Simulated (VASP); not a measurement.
# Al (Fm-3m) in VASP: notebook, part 2 of 2

VASP 6.6.1. The steps go on from the part before.

### 3 Single point, PBEsol+D4

This run uses another cell than the first one, of 15.84 Å³/atom, 1.011 times its volume.

Contents of INCAR:

```
  PREC = Accurate
  ENCUT = 520
  EDIFF = 1E-6
  ISMEAR = -1
  SIGMA = 0.05
  LREAL = F
  LASPH = T
  NELM = 80
  ALGO = Normal
  ISIF = 2
  LWAVE = F
  LCHARG = F
  GGA = PS
  IVDW = 13
  NBANDS = 8
```

Contents of KPOINTS:

```
Automatic mesh
0
Gamma
  11 11 11
```

Contents of POSCAR:

```
Al
1.0
    0.0000000000      1.9932798964      1.9932798964
    1.9932798964      0.0000000000      1.9932798964
    1.9932798964      1.9932798964      0.0000000000
Al
1
Direct
    0.0000000000      0.0000000000      0.0000000000
```

Potentials or basis: VASP PAW PBE potentials, release 64 (Al).

Started as:

```bash
cat potpaw_PBE.64/Al/POTCAR > POTCAR
mpirun -np 1 vasp_std > vasp.out
```

OUTCAR:

```text
PREC = Accurate
   ENCUT = 520
   EDIFF = 1E-6
   ISMEAR = -1
   LREAL = F
   LASPH = T
   NELM = 80
   ISIF = 2
   GGA = PS
   IVDW = 13

 ion  position               nearest neighbor table
   1  0.000  0.000  0.000-

  LATTYP: Found a face centered cubic cell.
 ALAT       =     3.9865597928

  Lattice vectors:

 A1 = (   0.0000000000,   1.9932798964,   1.9932798964)
 A2 = (   1.9932798964,   0.0000000000,   1.9932798964)
 A3 = (   1.9932798964,   1.9932798964,   0.0000000000)

Analysis of symmetry for initial positions (statically):
=====================================================================
 Subroutine PRICEL returns:
 Original cell was already a primitive cell.

 Routine SETGRP: Setting up the symmetry group for a
 face centered cubic supercell.

 Subroutine GETGRP returns: Found 48 space group operations
[... 9 lines left out ...]

 Routine SETGRP: Setting up the symmetry group for a
 face centered cubic supercell.

 Subroutine GETGRP returns: Found 48 space group operations
 (whereof 48 operations were pure point group operations)
 out of a pool of 48 trial point group operations.

The dynamic configuration has the point symmetry O_h .

 Subroutine INISYM returns: Found 48 space group operations
 (whereof 48 operations are pure point group operations),
 and found     1 'primitive' translations

----------------------------------------------------------------------------------------

                                     Primitive cell

  volume of cell :      15.8393

  direct lattice vectors                    reciprocal lattice vectors
     0.000000000  1.993279896  1.993279896    -0.250842845  0.250842845  0.250842845
     1.993279896  0.000000000  1.993279896     0.250842845 -0.250842845  0.250842845
     1.993279896  1.993279896  0.000000000     0.250842845  0.250842845 -0.250842845

  length of vectors
     2.818923463  2.818923463  2.818923463     0.434472552  0.434472552  0.434472552

  position of ions in fractional coordinates (direct lattice)
     0.000000000  0.000000000  0.000000000

  ion indices of the primitive-cell ions
   primitive index   ion index
                 1           1

----------------------------------------------------------------------------------------

 KPOINTS: Automatic mesh

Automatic generation of k-mesh.
 Grid dimensions read from file:
 generate k-points for:   11   11   11

 Generating k-lattice:

  Cartesian coordinates                     Fractional coordinates (reciprocal lattice)
    -0.022803895  0.022803895  0.022803895     0.090909091  0.000000000  0.000000000
     0.022803895 -0.022803895  0.022803895     0.000000000  0.090909091  0.000000000
     0.022803895  0.022803895 -0.022803895     0.000000000  0.000000000  0.090909091

  Length of vectors
     0.039497505  0.039497505  0.039497505

  Shift w.r.t. Gamma in fractional coordinates (k-lattice)
     0.000000000  0.000000000  0.000000000

 Subroutine IBZKPT returns following result:
 ===========================================

 Found     56 irreducible k-points:

 Following reciprocal coordinates:
            Coordinates               Weight
  0.000000  0.000000  0.000000      1.000000
  0.090909  0.000000  0.000000      8.000000
  0.181818  0.000000  0.000000      8.000000
  0.272727  0.000000  0.000000      8.000000
  0.363636  0.000000  0.000000      8.000000
  0.454545  0.000000  0.000000      8.000000
[... 16 lines left out ...]
 -0.272727  0.181818  0.000000     24.000000
 -0.181818  0.181818  0.000000     12.000000
 [... further k-points ...]
   k-points           NKPTS =     56   k-points in BZ     NKDIM =     56   number of bands    NBANDS=      8
   number of dos      NEDOS =    301   number of ions     NIONS =      1
   total plane-waves  NPLWV =  13824
   dimension x,y,z NGX =    24 NGY =   24 NGZ =   24
   dimension x,y,z NGXF=    48 NGYF=   48 NGZF=   48
   ions per type =               1
   NGX,Y,Z   is equivalent  to a cutoff of  14.15, 14.15, 14.15 a.u.
   NGXF,Y,Z  is equivalent  to a cutoff of  28.31, 28.31, 28.31 a.u.
 SYSTEM =  unknown system
   PREC   = accura    normal or accurate (medium, high low for compatibility)
   ISTART =      0    job   : 0-new  1-cont  2-samecut
   ICHARG =      2    charge: 1-file 2-atom 10-const
   ISPIN  =      1    spin polarized calculation?
   LNONCOLLINEAR =      F non collinear calculations
   LSORBIT =      F    spin-orbit coupling
   LASPH  =      T    aspherical Exc in radial PAW
   ENCUT  =  520.0 eV  38.22 Ry    6.18 a.u.   5.24  5.24  5.24*2*pi/ulx,y,z
   NELM   =     80;   NELMIN=  2; NELMDL= -5     # of ELM steps
   EDIFF  = 0.1E-05   stopping-criterion for ELM
   LREAL  =      F    real-space projection
   EDIFFG = 0.1E-04   stopping-criterion for IOM
   NSW    =      0    number of steps for IOM
   IBRION =     -1    ionic relax: 0-MD 1-quasi-New 2-CG
   NFREE  =      0    steps in history (QN), initial steepest desc. (CG)
   ISIF   =      2    stress and relaxation
   ISYM   =      2    0-nonsym 1-usesym 2-fastsym
   POTIM  = 0.5000    time-step for ionic-motion
   TEBEG  =    0.0;   TEEND  =   0.0 temperature during run
   PSTRESS=    0.0 pullay stress
   NELECT =       3.0000    total number of electrons
   NUPDOWN=      -1.0000    fix difference up-down
   EMIN   =  10.00;   EMAX   =-10.00  energy-range for DOS
   EFERMI =   0.00;   METHOD = LEGACY
   ISMEAR =    -1;   SIGMA  =   0.05  broadening in eV -4-tet -1-fermi 0-gaus
   EFERMI_NEDOS =   21; number of points for ismear=-14 and -15
   IALGO  =     38    algorithm
   IMIX   =      4    mixing-type and parameters
     AMIX     =   0.40;   BMIX     =  1.00
     AMIX_MAG =   1.60;   BMIX_MAG =  1.00
  volume/ion in A,a.u.               =      15.84       106.89
  Fermi-wavevector in a.u.,A,eV,Ry     =   0.940164  1.776652 12.026304  0.883908
  Thomas-Fermi vector in A             =   2.067549
   LORBIT       =      0    0 simple, 1 ext, 2 COOP (PROOUT), +10 PAW based schemes
   GGA     = PS    functional components
   LHFCALC =     F    Hartree Fock is set to
   AEXX    =    0.0000 exact exchange contribution
   IVDW    =    13    specifies the selected vdW correction
   LEPSILON=     F    determine dielectric tensor
   LRPA    =     F    only Hartree local field effects (RPA)
 non-spin polarized calculation
  energy-cutoff  :      520.00
  volume of cell :       15.84
 maximum number of plane-waves:       440
 NGX is ok and might be reduce to    24
   NGX = 11   NGY = 11   NGZ = 11

 number of electron       3.0000000 magnetization

 Free energy of the ion-electron system (eV)
  ---------------------------------------------------
  ext. energy  EPLUGINS =         0.00000000
  ---------------------------------------------------
  free energy    TOTEN  =        -4.09946476 eV

  energy without entropy =       -4.09557101  energy(sigma->0) =       -4.09751788

 E-fermi :   8.3800     XC(G=0): -10.4067

 val. band max:        8.3457786696   @ k =  -0.4545   0.3636   0.0000
 cond. band min:       8.4122775299   @ k =   0.4545   0.1818   0.0909
 fundamental gap:      0.0664988602
 Fermi energy:         8.3799547738

 k-point     1 :       0.0000    0.0000    0.0000
  band No.  band energies     occupation
      1      -3.0333      2.00000
      2      21.2041      0.00000
      3      21.2041      0.00000
      4      21.2041      0.00000
      5      23.0108      0.00000
      6      23.0108      0.00000
      7      23.0108      0.00000
      8      25.1656      0.00000

 k-point     2 :       0.0909    0.0000    0.0000
  band No.  band energies     occupation
      1      -2.8026      2.00000
      2      18.2896      0.00000
      3      20.6202      0.00000
      4      20.6202      0.00000
      5      23.5861      0.00000
      6      23.9515      0.00000
      7      23.9515      0.00000
      8      27.0499      0.00000
[... 221 lines left out ...]
 k-point    23 :      -0.2727    0.1818    0.0000
  band No.  band energies     occupation
      1       0.8350      2.00000
      2       9.5440      0.00000
      3      13.0666      0.00000
      4      18.9426      0.00000
      5      20.9698      0.00000
      6      23.9558      0.00000
      7      26.5060      0.00000
      8      27.0087      0.00000

 k-point    24 :      -0.1818    0.1818    0.0000
  band No.  band energies     occupation
      1      -0.5931      2.00000
      2      12.2614      0.00000
      3      13.8400      0.00000
      4      20.5711      0.00000
      5      22.6303      0.00000
      6      23.5878      0.00000
      7      24.9200      0.00000
      8      25.8684      0.00000

 [... further k-points ...]

------------------------ aborting loop because EDIFF is reached ----------------------------------------

  DFT-D4 for vdW energy calculation

  Edisp (eV):   -0.20795

  FORCE on cell =-STRESS in cart. coord.  units (eV):
  Direction    XX          YY          ZZ          XY          YZ          ZX
  --------------------------------------------------------------------------------------
  -------------------------------------------------------------------------------------
  Total       0.00719     0.00719     0.00719    -0.00000     0.00000    -0.00000
  in kB       0.72683     0.72683     0.72683    -0.00000     0.00000    -0.00000
  external pressure =        0.73 kB  Pullay stress =        0.00 kB

 VOLUME and BASIS-vectors are now :
 -----------------------------------------------------------------------------
  energy-cutoff  :      520.00
  volume of cell :       15.84
      direct lattice vectors                 reciprocal lattice vectors
     0.000000000  1.993279896  1.993279896    -0.250842845  0.250842845  0.250842845
     1.993279896  0.000000000  1.993279896     0.250842845 -0.250842845  0.250842845
     1.993279896  1.993279896  0.000000000     0.250842845  0.250842845 -0.250842845

 POSITION                                       TOTAL-FORCE (eV/Angst)
 -----------------------------------------------------------------------------------
      0.00000      0.00000      0.00000         0.000000      0.000000      0.000000
 -----------------------------------------------------------------------------------
    total drift:                                0.000000     -0.000000     -0.000000

  FREE ENERGIE OF THE ION-ELECTRON SYSTEM (eV)
  ---------------------------------------------------
  free  energy   TOTEN  =        -4.3074183801 eV

  energy  without entropy=       -4.3035246237  energy(sigma->0) =       -4.30547150
```

Wall time 5.1 s (1 thread of Intel Xeon Platinum 8488C (Sapphire Rapids), shared host); peak memory 0.13 GiB.

What came out:

```yaml
Free_energy: -4.3074 eV
Pressure: 0.1 GPa
Dispersion_energy_per_atom: -0.208 eV
```

Caveat: the PAW data sets were made with another functional, which shifts forces and pressure a little; pairwise dispersion overbinds metals, which lowers pressure and volume.

### 4 Relaxation of cell and atoms, revPBE+D4

This run uses another cell than the first one, of 16.60 Å³/atom, 1.060 times its volume.

Contents of INCAR:

```
SYSTEM = Al
PREC     = Accurate       ! precision mode
ENCUT    = 600            ! plane-wave cutoff, eV
EDIFF    = 1E-6           ! SCF threshold, eV
ISMEAR   = -1             ! smearing method
SIGMA    = 0.05           ! smearing width, eV
LREAL    = .FALSE.        ! projectors in reciprocal space
LASPH    = .TRUE.         ! aspherical terms in the spheres
NELM     = 80             ! most SCF steps
ALGO     = Normal         ! electronic algorithm
ISIF     = 3              ! what is computed and relaxed
LWAVE    = .FALSE.        ! write WAVECAR
LCHARG   = .FALSE.        ! write CHGCAR
GGA      = RE             ! functional
IVDW     = 13             ! dispersion correction
IBRION   = 2              ! ionic algorithm
NSW      = 80             ! ionic steps
EDIFFG   = -0.02          ! ionic threshold
```

Contents of KPOINTS:

```
regular mesh
0
G
  11 11 11
  0 0 0
```

Contents of POSCAR:

```
Al
1.0
    0.0000000000      2.0248050000      2.0248050000
    2.0248050000      0.0000000000      2.0248050000
    2.0248050000      2.0248050000      0.0000000000
Al
1
Direct
    0.0000000000      0.0000000000      0.0000000000
```

Started as:

```bash
cat potpaw_PBE.64/Al/POTCAR > POTCAR
mpirun -np 1 vasp_std > vasp.out
```

It took 8.1 s on 1 thread of Intel Xeon Platinum 8488C (Sapphire Rapids), shared host; peak memory 0.13 GiB.

The run converged. Its results:

| Item | Value |
| --- | --- |
| Free energy | -4.1404 eV |
| Relaxed volume | 15.63 Å³/atom |
| Relaxed cell | a = 2.807 Å, b = 2.807 Å, c = 2.807 Å, α = 60.00°, β = 60.00°, γ = 60.00° |
| Space group after relaxing (to 0.05 Å) | Fm-3m (No. 225) |
| Energy gained by relaxing | 15.3 meV/atom |
| Ionic steps | 3 |
| Pressure after relaxing | 0.0 GPa |
| Dispersion energy per atom | -0.596 eV |

Step by step:
```csv
step,energy change (eV),largest force (eV/Å),pressure (GPa),volume (Å³)
1,0.0000,0.0000,-4.79,16.60
2,-0.0146,0.0000,1.16,15.44
3,-0.0153,0.0000,0.02,15.63
```

Final structure:
```
CELL_PARAMETERS angstrom
0.00000 1.98450 1.98450
1.98450 0.00000 1.98450
1.98450 1.98450 0.00000
ATOMIC_POSITIONS crystal
Al 0.00000 0.00000 0.00000
```

Levels at points of the mesh, in eV from the Fermi level:
| k point | band 1 | band 2 | band 3 | band 4 | band 5 |
| --- | --- | --- | --- | --- | --- |
| (0.00, 0.00, 0.00) | -11.51 | 12.91 | 12.91 | 12.91 | 14.92 |

Caveat: the PAW data sets were made with another functional, which shifts forces and pressure a little; pairwise dispersion overbinds metals, which lowers pressure and volume.

### 5 Summary

| task | level | cell | cutoff (eV) | gap on the mesh (eV) | pressure (GPa) |
| --- | --- | --- | --- | --- | --- |
| single point | revPBE+D4 | a = 2.809 Å, angles 60.0°, 1 atom | 520 | none | -0.2 |
| single point | PBEsol+D4 | a = 2.819 Å, angles 60.0°, 1 atom | 520 | none | 0.1 |
| relaxation of cell and atoms | revPBE+D4 | relaxed from a = 2.864 Å, angles 60.0°, 1 atom | 600 | none | 0.0 |

Alike in all rows: potentials or basis VASP PAW PBE potentials, release 64 (Al); no spin polarisation; k mesh 11 × 11 × 11; smearing fermi-dirac 0.05 eV.

Caveats: the PAW data sets were made with another functional, which shifts forces and pressure a little; pairwise dispersion overbinds metals, which lowers pressure and volume.

Absolute energies hang on the potentials; compare differences alone.

### 6 How close it comes

Step 4. The cell as given is a measured one (16.60 Å³/atom); revPBE+D4 puts the equilibrium volume -5.9 % from it, thermal expansion not counted.
